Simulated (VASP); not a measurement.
# Tl (I4/mmm) in VASP: notebook, part 2 of 2

VASP 6.6.1. The steps go on from the part before.

### Step 4. Electric field gradients, LDA (zz strain of -2 %)

The input, INCAR:

```
PREC = Accurate ; ENCUT = 520
EDIFF = 1E-8 ; ISMEAR = -1
SIGMA = 0.05 ; LREAL = False
LASPH = True ; NELM = 60
ALGO = Normal ; ISIF = 2
LWAVE = False ; LCHARG = False
GGA = CA ; LEFG = True
NBANDS = 12
```

The input, KPOINTS:

```
regular mesh
0
Gamma
  13 13 13
```

The input, POSCAR:

```
Tl
1.0
   -1.9410000000      1.9410000000      1.9021800000
    1.9410000000     -1.9410000000      1.9021800000
    1.9410000000      1.9410000000     -1.9021800000
Tl
1
Direct
    0.0000000000      0.0000000000      0.0000000000
```

Potentials or basis: VASP PAW LDA potentials, release 64 (Tl_d).

The run is started by

```console
> cat potpaw_LDA.64/Tl_d/POTCAR > POTCAR
> mpirun -np 1 vasp_std > vasp.out
```

OUTCAR:

```text
PREC = Accurate
   ENCUT = 520
   EDIFF = 1E-8
   ISMEAR = -1
   LREAL = False
   LASPH = True
   NELM = 60
   ISIF = 2
   GGA = CA

 ion  position               nearest neighbor table
   1  0.000  0.000  0.000-

  LATTYP: Found a body centered tetragonal cell.
 ALAT       =     3.8820000000
 C/A-ratio  =     0.9800000000

  Lattice vectors:

 A1 = (  -1.9410000000,   1.9410000000,   1.9021800000)
 A2 = (   1.9410000000,  -1.9410000000,   1.9021800000)
 A3 = (   1.9410000000,   1.9410000000,  -1.9021800000)

Analysis of symmetry for initial positions (statically):
=====================================================================
 Subroutine PRICEL returns:
 Original cell was already a primitive cell.

 Routine SETGRP: Setting up the symmetry group for a
 body centered tetragonal supercell.

 Subroutine GETGRP returns: Found 16 space group operations
 (whereof 16 operations were pure point group operations)
 out of a pool of 16 trial point group operations.

The static configuration has the point symmetry D_4h.

Analysis of symmetry for dynamics (positions and initial velocities):
=====================================================================
 Subroutine PRICEL returns:
 Original cell was already a primitive cell.

 Routine SETGRP: Setting up the symmetry group for a
 body centered tetragonal supercell.

 Subroutine GETGRP returns: Found 16 space group operations
 (whereof 16 operations were pure point group operations)
 out of a pool of 16 trial point group operations.

The dynamic configuration has the point symmetry D_4h.

 Subroutine INISYM returns: Found 16 space group operations
 (whereof 16 operations are pure point group operations),
 and found     1 'primitive' translations

----------------------------------------------------------------------------------------

                                     Primitive cell

  volume of cell :      28.6657

  direct lattice vectors                    reciprocal lattice vectors
    -1.941000000  1.941000000  1.902180000     0.000000000  0.257599176  0.262856302
     1.941000000 -1.941000000  1.902180000     0.257599176  0.000000000  0.262856302
     1.941000000  1.941000000 -1.902180000     0.257599176  0.257599176  0.000000000

  length of vectors
     3.339648298  3.339648298  3.339648298     0.368036371  0.368036371  0.364300248

  position of ions in fractional coordinates (direct lattice)
     0.000000000  0.000000000  0.000000000

  ion indices of the primitive-cell ions
   primitive index   ion index
                 1           1

----------------------------------------------------------------------------------------

 KPOINTS: regular mesh

Automatic generation of k-mesh.
 Grid dimensions read from file:
 generate k-points for:   13   13   13

 Generating k-lattice:

  Cartesian coordinates                     Fractional coordinates (reciprocal lattice)
[... 73 lines left out ...]
   EMIN   =  10.00;   EMAX   =-10.00  energy-range for DOS
   EFERMI =   0.00;   METHOD = LEGACY
   ISMEAR =    -1;   SIGMA  =   0.05  broadening in eV -4-tet -1-fermi 0-gaus
   EFERMI_NEDOS =   21; number of points for ismear=-14 and -15
   IALGO  =     38    algorithm
   IMIX   =      4    mixing-type and parameters
     AMIX     =   0.40;   BMIX     =  1.00
     AMIX_MAG =   1.60;   BMIX_MAG =  1.00
  volume/ion in A,a.u.               =      28.67       193.45
  Fermi-wavevector in a.u.,A,eV,Ry     =   1.257771  2.376843 21.524266  1.581989
  Thomas-Fermi vector in A             =   2.391414
   LORBIT       =      0    0 simple, 1 ext, 2 COOP (PROOUT), +10 PAW based schemes
   GGA     = CA    functional components
   LHFCALC =     F    Hartree Fock is set to
   AEXX    =    0.0000 exact exchange contribution
   IVDW    =     0    specifies the selected vdW correction
   LEPSILON=     F    determine dielectric tensor
   LRPA    =     F    only Hartree local field effects (RPA)
 non-spin polarized calculation
  energy-cutoff  :      520.00
  volume of cell :       28.67
 maximum number of plane-waves:       787
 NGX is ok and might be reduce to    28
   NGX = 13   NGY = 13   NGZ = 13

 number of electron      12.9999999 magnetization

 Free energy of the ion-electron system (eV)
  ---------------------------------------------------
  ext. energy  EPLUGINS =         0.00000000
  ---------------------------------------------------
  free energy    TOTEN  =        -2.92299279 eV

  energy without entropy =       -2.91783356  energy(sigma->0) =       -2.92041318

 E-fermi :   6.2143     XC(G=0): -10.4945

 val. band max:        6.1955806736   @ k =  -0.3077   0.4615   0.0769
 cond. band min:       6.2222170356   @ k =   0.2308   0.2308   0.2308
 fundamental gap:      0.0266363620
 Fermi energy:         6.2142902120

 k-point     1 :       0.0000    0.0000    0.0000
  band No.  band energies     occupation
      1      -5.3766      2.00000
      2      -5.3491      2.00000
      3      -5.3491      2.00000
      4      -4.9362      2.00000
      5      -4.9094      2.00000
      6      -3.7851      2.00000
      7      16.9198      0.00000
      8      16.9198      0.00000
      9      17.1231      0.00000
     10      18.5565      0.00000
     11      18.5565      0.00000
     12      18.7843      0.00000
[... 331 lines left out ...]
 k-point    24 :       0.4615    0.1538   -0.0000
  band No.  band energies     occupation
      1      -5.5177      2.00000
      2      -5.4020      2.00000
      3      -4.9649      2.00000
      4      -4.9475      2.00000
      5      -4.7302      2.00000
      6       1.2085      2.00000
      7       4.4104      2.00000
      8       9.5616      0.00000
      9      12.7724      0.00000
     10      17.5410      0.00000
     11      20.2740      0.00000
     12      21.6290      0.00000

 [... further k-points ...]

------------------------ aborting loop because EDIFF is reached ----------------------------------------

  FORCE on cell =-STRESS in cart. coord.  units (eV):
  Direction    XX          YY          ZZ          XY          YZ          ZX
  --------------------------------------------------------------------------------------
  -------------------------------------------------------------------------------------
  Total       -0.3075499     -0.3075499     -0.3618382      0.0000000     -0.0000000     -0.0000000
  in kB      -17.1895074    -17.1895074    -20.2237805      0.0000000     -0.0000000     -0.0000000
  external PRESSURE =     -18.2009318 kB  Pullay stress =       0.0000000 kB

 VOLUME and BASIS-vectors are now :
 -----------------------------------------------------------------------------
  energy-cutoff  :      520.00
  volume of cell :       28.67
      direct lattice vectors                 reciprocal lattice vectors
    -1.941000000  1.941000000  1.902180000     0.000000000  0.257599176  0.262856302
     1.941000000 -1.941000000  1.902180000     0.257599176  0.000000000  0.262856302
     1.941000000  1.941000000 -1.902180000     0.257599176  0.257599176  0.000000000

 POSITION                                       TOTAL-FORCE (eV/Angst)
 -----------------------------------------------------------------------------------
      0.00000      0.00000      0.00000         0.000000      0.000000      0.000000
 -----------------------------------------------------------------------------------
    total drift:                               -0.000000     -0.000000     -0.000000

  FREE ENERGIE OF THE ION-ELECTRON SYSTEM (eV)
  ---------------------------------------------------
  free  energy   TOTEN  =        -2.9229927864 eV

  energy  without entropy=       -2.9178335643  energy(sigma->0) =       -2.92041318

 Electric field gradients (V/A^2)
---------------------------------------------------------------------
 ion       V_xx      V_yy      V_zz      V_xy      V_xz      V_yz
---------------------------------------------------------------------
   1       0.642     0.642    -1.283     0.001     0.001     0.001
---------------------------------------------------------------------

 Electric field gradients after diagonalization (V/A^2)
 (convention: |V_zz| > |V_xx| > |V_yy|)
----------------------------------------------------------------------
 ion       V_xx      V_yy      V_zz     asymmetry (V_yy - V_xx)/ V_zz
----------------------------------------------------------------------
   1       0.642     0.641    -1.283       0.001
----------------------------------------------------------------------

           NMR quadrupolar parameters

 Cq : quadrupolar parameter    Cq=e*Q*V_zz/h
 eta: asymmetry parameters     (V_yy - V_xx)/ V_zz
 Q  : nuclear electric quadrupole moment in mb (millibarn)
----------------------------------------------------------------------
 ion       Cq(MHz)       eta       Q (mb)
----------------------------------------------------------------------
   1      -0.003       0.001       1.000
----------------------------------------------------------------------
```

OSZICAR:

```text
N       E                     dE             d eps       ncg     rms          rms(c)
DAV:   1     0.505766884217E+02    0.50577E+02   -0.67340E+03  5048   0.942E+02
DAV:   2    -0.234916312939E+01   -0.52926E+02   -0.51923E+02  5372   0.214E+02
DAV:   3    -0.295341431758E+01   -0.60425E+00   -0.60380E+00  5584   0.207E+01
DAV:   4    -0.295611488546E+01   -0.27006E-02   -0.27005E-02  5268   0.161E+00
DAV:   5    -0.295614677491E+01   -0.31889E-04   -0.31890E-04  5496   0.168E-01    0.220E+00
DAV:   6    -0.292859991761E+01    0.27547E-01   -0.43060E-02  5064   0.194E+00    0.155E+00
DAV:   7    -0.292344523254E+01    0.51547E-02   -0.12926E-02  5224   0.103E+00    0.648E-01
DAV:   8    -0.292299200245E+01    0.45323E-03   -0.52233E-04  5236   0.232E-01    0.313E-02
DAV:   9    -0.292299301889E+01   -0.10164E-05   -0.28239E-06  5456   0.189E-02    0.515E-03
DAV:  10    -0.292299278482E+01    0.23408E-06   -0.40333E-07  5460   0.682E-03    0.344E-04
DAV:  11    -0.292299278639E+01   -0.15684E-08   -0.73845E-09  3348   0.798E-04
   1 F= -.29229928E+01 E0= -.29204132E+01  d E =-.515922E-02
```

stdout:

```text
POSCAR found type information on POSCAR Tl
 POSCAR found :  1 types and       1 ions
 scaLAPACK will be used
 LDA part: xc-table for (Slater(with rela. corr.)+CA(PZ))
 , standard interpolation
 POSCAR, INCAR and KPOINTS ok, starting setup
 FFT: planning ... GRIDC
 FFT: planning ... GRID_SOFT
 FFT: planning ... GRID
 WAVECAR not read
 entering main loop
ion   1
```

Run time: 96 s. Hardware: 1 thread of Intel Xeon 8259CL, shared host; peak memory 0.19 GiB.

Results:

| Quantity | Value |
| --- | --- |
| Free energy | -2.9230 eV |
| Pressure | -1.8 GPa |
| Band gap on the k mesh | zero (an odd number of electrons rules out a gap without spin polarisation) |
| Largest electric field gradient by atom | Tl -1.3 V/Å² |

Electric field gradients, principal values (V/Å²):
```csv
atom,least,middle,greatest (by size)
1 Tl,0.641,0.642,-1.283
```

Caveat: the cell differs from its parent crystal (zz strain of -2 %); without QUAD_EFG the Cq values of the log hold for a quadrupole moment of 1 mb, not for the nuclei; spin-orbit coupling is left out, which moves the levels of the heavy elements.

The gap in the log of VASP goes by the Fermi energy; the results here count the filled bands.